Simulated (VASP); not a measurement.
# LiCl (R-3m) in VASP: notebook, part 2 of 2

VASP 6.6.1. The steps go on from the part before.

**4. Single point, PBE**

This run uses another cell than the first one, of the same volume but with other edges.

INCAR reads:

```
PREC = Accurate
ENCUT = 520
EDIFF = 1E-6
ISMEAR = 0
SIGMA = 0.05
LREAL = F
LASPH = T
NELM = 100
ALGO = Normal
ISIF = 2
LWAVE = F
LCHARG = T
GGA = PE
LELF = T
LVHAR = T
NBANDS = 12
```

KPOINTS reads:

```
regular mesh
0
Gamma
  8 8 8
```

POSCAR reads:

```
LiCl
1.0
    0.1333227331      2.6331239778      2.6331239778
    2.6331239778      0.1333227331      2.6331239778
    2.6331239778      2.6331239778      0.1333227331
Li Cl
1 1
Direct
    0.0000000000      0.0000000000      0.0000000000
    0.5000000000      0.5000000000      0.5000000000
```

Potentials or basis: VASP PAW PBE potentials, release 64 (Li_sv, Cl).

Command:

```sh
cat potpaw_PBE.64/Li_sv/POTCAR potpaw_PBE.64/Cl/POTCAR > POTCAR
mpirun -np 1 vasp_std > vasp.out
```

OUTCAR:

```text
PREC = Accurate
   ENCUT = 520
   EDIFF = 1E-6
   ISMEAR = 0
   LREAL = F
   LASPH = T
   NELM = 100
   ISIF = 2
   GGA = PE

 ion  position               nearest neighbor table
   1  0.000  0.000  0.000-   2 2.57   2 2.57   2 2.57   2 2.57   2 2.57   2 2.57
   2  0.500  0.500  0.500-   1 2.57   1 2.57   1 2.57   1 2.57   1 2.57   1 2.57

  LATTYP: Found a trigonal (rhomboedric) cell.
 ALAT       =     3.7261855450
 COS(alpha) =     0.5499279885

  Lattice vectors:

 A1 = (   0.1333227331,   2.6331239778,   2.6331239778)
 A2 = (   2.6331239778,   0.1333227331,   2.6331239778)
 A3 = (   2.6331239778,   2.6331239778,   0.1333227331)

Analysis of symmetry for initial positions (statically):
=====================================================================
 Subroutine PRICEL returns:
 Original cell was already a primitive cell.

 Routine SETGRP: Setting up the symmetry group for a
 trigonal (rhombohedral) supercell.

 Subroutine GETGRP returns: Found 12 space group operations
 (whereof 12 operations were pure point group operations)
 out of a pool of 12 trial point group operations.

[... 175 lines left out ...]
      3       0.2627      2.00000
      4       0.7669      2.00000
      5       0.7669      2.00000
      6       6.8759      0.00000
      7      11.7924      0.00000
      8      12.9589      0.00000
      9      12.9589      0.00000
     10      14.8578      0.00000
     11      15.2403      0.00000
     12      15.2735      0.00000
[... 331 lines left out ...]
 k-point    24 :       0.3750    0.1250    0.1250
  band No.  band energies     occupation
      1     -42.9563      2.00000
      2     -12.4150      2.00000
      3      -1.2092      2.00000
      4      -0.2756      2.00000
      5       0.5956      2.00000
      6       8.2269      0.00000
      7      10.5680      0.00000
      8      11.0617      0.00000
      9      11.8630      0.00000
     10      14.7982      0.00000
     11      15.9500      0.00000
     12      16.8651      0.00000

 [... further k-points ...]

------------------------ aborting loop because EDIFF is reached ----------------------------------------

  FORCE on cell =-STRESS in cart. coord.  units (eV):
  Direction    XX          YY          ZZ          XY          YZ          ZX
  --------------------------------------------------------------------------------------
  -------------------------------------------------------------------------------------
  Total        0.0759717      0.0759717      0.0759717     -0.2995829     -0.2995829     -0.2995829
  in kB        3.6073807      3.6073807      3.6073807    -14.2251692    -14.2251692    -14.2251692
  external PRESSURE =       3.6073807 kB  Pullay stress =       0.0000000 kB

 VOLUME and BASIS-vectors are now :
 -----------------------------------------------------------------------------
  energy-cutoff  :      520.00
  volume of cell :       33.74
      direct lattice vectors                 reciprocal lattice vectors
     0.133322733  2.633123978  2.633123978    -0.204954566  0.195077237  0.195077237
     2.633123978  0.133322733  2.633123978     0.195077237 -0.204954566  0.195077237
     2.633123978  2.633123978  0.133322733     0.195077237  0.195077237 -0.204954566

 POSITION                                       TOTAL-FORCE (eV/Angst)
 -----------------------------------------------------------------------------------
      0.00000      0.00000      0.00000        -0.000000      0.000000     -0.000000
      2.69979      2.69979      2.69979         0.000000     -0.000000      0.000000
 -----------------------------------------------------------------------------------
    total drift:                                0.000000      0.000000      0.000000

  FREE ENERGIE OF THE ION-ELECTRON SYSTEM (eV)
  ---------------------------------------------------
  free  energy   TOTEN  =        -7.3633686498 eV

  energy  without entropy=       -7.3633686498  energy(sigma->0) =       -7.36336865
```

OSZICAR:

```text
N       E                     dE             d eps       ncg     rms          rms(c)
DAV:   1     0.411670002382E+02    0.41167E+02   -0.39521E+03  1560   0.758E+02
DAV:   2    -0.487696877625E+01   -0.46044E+02   -0.44297E+02  1964   0.145E+02
DAV:   3    -0.737296148858E+01   -0.24960E+01   -0.24887E+01  2108   0.347E+01
DAV:   4    -0.742946422317E+01   -0.56503E-01   -0.56479E-01  2180   0.539E+00
DAV:   5    -0.743000877538E+01   -0.54455E-03   -0.54454E-03  2092   0.507E-01    0.240E+00
DAV:   6    -0.735739472810E+01    0.72614E-01   -0.15531E-01  1940   0.184E+00    0.171E+00
DAV:   7    -0.735920409823E+01   -0.18094E-02   -0.50213E-02  2296   0.118E+00    0.928E-01
DAV:   8    -0.736333620452E+01   -0.41321E-02   -0.65795E-03  1896   0.562E-01    0.156E-01
DAV:   9    -0.736330030507E+01    0.35899E-04   -0.21447E-04  1948   0.103E-01    0.523E-02
DAV:  10    -0.736336975416E+01   -0.69449E-04   -0.12458E-04  1828   0.750E-02    0.519E-02
DAV:  11    -0.736336856172E+01    0.11924E-05   -0.14559E-05  2036   0.246E-02    0.198E-03
DAV:  12    -0.736336864976E+01   -0.88041E-07   -0.52839E-07  1780   0.541E-03
   1 F= -.73633686E+01 E0= -.73633686E+01  d E =-.231454E-12
```

stdout:

```text
POSCAR found type information on POSCAR LiCl
 POSCAR found :  2 types and       2 ions
 scaLAPACK will be used
 LDA part: xc-table for (Slater+PW92), standard interpolation
 POSCAR, INCAR and KPOINTS ok, starting setup
 FFT: planning ... GRIDC
 FFT: planning ... GRID_SOFT
 FFT: planning ... GRID
 WAVECAR not read
 entering main loop
```

It took 19 s on 1 thread of Intel Xeon Platinum 8259CL at 2.50GHz (Skylake/Cascade Lake), shared host; peak memory 0.16 GiB.

What came out:

* Free energy: -7.3634 eV
* Band gap on the k mesh: 6.11 eV, direct

Caveat: the cutoff is under 1.25 times the usual one of these potentials, so pressure, stress and relaxed cells hold a basis-set (Pulay) error. A k mesh can miss the band edges.

**5. Overview**

```csv
cell,gap on the mesh (eV)
"a = 4.569 Å, angles 38.9°, 2 atoms",0.93
"a = 3.545 Å, angles 63.2°, 2 atoms",6.04
"a = 3.726 Å, angles 56.6°, 2 atoms",6.11
```

Alike in all rows: task single point; level PBE; potentials or basis VASP PAW PBE potentials, release 64 (Li_sv, Cl); no spin polarisation; k mesh 8 × 8 × 8; cutoff (eV) 520; smearing gaussian 0.05 eV.

Caveats: the cutoff is under 1.25 times the usual one of these potentials, so pressure, stress and relaxed cells hold a basis-set (Pulay) error.

Total energies depend on the potentials used, so only differences within one code and one set of settings carry meaning.
